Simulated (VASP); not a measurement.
Write the native input for VASP 6.6.1 that does the following.

| Quantity | Value |
| --- | --- |
| Task | single point |
| Functional | PBE |
| Potentials or basis | VASP PAW PBE potentials, release 64 (Rb_sv, Si) |
| Cutoff | 520 eV |
| k mesh | 12 × 12 × 8 |
| Occupations | gaussian, width 0.1 eV |
| Spin | no spin polarisation |
| Dipole correction | no |
| Further INCAR settings | ALGO = Normal; EDIFF = 1e-06; NBANDS = 16 |

The structure of RbSi2 lies in POSCAR:

```
RbSi2
1.0
    3.8916170749      0.0000000000      0.0000000000
   -1.9458085374      3.3702392486      0.0000000000
    0.0000000000      0.0000000000      5.7318705652
Rb Si
1 2
Direct
    0.0000000000      0.0000000000      0.0000000000
    0.3333333333      0.6666666667      0.4473171254
    0.6666666667      0.3333333333      0.5526828746
```

These files were run (other wordings do the same):

INCAR

```
SYSTEM = RbSi2
PREC     = Accurate       ! precision mode
ENCUT    = 520            ! plane-wave cutoff, eV
EDIFF    = 1E-6           ! SCF threshold, eV
ISMEAR   = 0              ! smearing method
SIGMA    = 0.1            ! smearing width, eV
LREAL    = .FALSE.        ! projectors in reciprocal space
LASPH    = .TRUE.         ! aspherical terms in the spheres
NELM     = 60             ! most SCF steps
ALGO     = Normal         ! electronic algorithm
ISIF     = 2              ! what is computed and relaxed
LWAVE    = .FALSE.        ! write WAVECAR
LCHARG   = .TRUE.         ! write CHGCAR
GGA      = PE             ! functional
LELF     = .TRUE.         ! ELF
LVHAR    = .TRUE.       
NBANDS   = 16             ! bands
```

KPOINTS

```
Automatic mesh
0
G
  12 12 8
  0 0 0
```

Potentials or basis: VASP PAW PBE potentials, release 64 (Rb_sv, Si).

Command:

```bash
$ cat potpaw_PBE.64/Rb_sv/POTCAR potpaw_PBE.64/Si/POTCAR > POTCAR
$ mpirun -np 1 vasp_std > vasp.out
```

It gave:

```json
{
 "Pressure": "4.0 GPa",
 "Largest force": "0.005 eV/Å",
 "Band gap on the k mesh": "zero (an odd number of electrons rules out a gap without spin polarisation)"
}
```

Caveat: the cell stands under pressure.

It took 3.7 min on 1 thread of Intel Xeon 8259CL, with other jobs on the host, peak memory 0.29 GiB.
